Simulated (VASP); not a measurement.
Runs of VASP 6.6.1 on WC. The structure is that of space group Fm-3m (No. 225), or close to it. The cells are those of the table. 

```tsv
task	cell	k mesh	cutoff (eV)	gap on the mesh (eV)	pressure (GPa)
single point	a = 3.097 Å, angles 60.0°, 2 atoms	16 × 16 × 16	520	none	0.9
single point	a = 3.101 Å, angles 60.0°, 2 atoms	8 × 8 × 8	600	none	-0.2
single point	a = 3.183, b = 3.183, c = 3.060 Å, angles 58.7, 58.7, 60.0°, 2 atoms	15 × 15 × 14	520	none	(a)
relaxation of cell and atoms	relaxed from a = 3.101 Å, angles 60.0°, 2 atoms	16 × 16 × 16	600	-	0.0
```

Alike in all rows: level PBE; potentials or basis VASP PAW PBE potentials, release 64 (W_sv, C); no spin polarisation; smearing gaussian 0.1 eV.

Question: Estimate the missing entries.

Answer: (a) -6.7.

Caveats: spin-orbit coupling is left out, which moves the levels of the heavy elements; the bands computed are all filled at some k points, so no gap is given (some runs).

A k mesh can miss the band edges, and the runs leave out spin-orbit coupling on W.

A gap of «none» marks levels without a gap at the run's occupations.
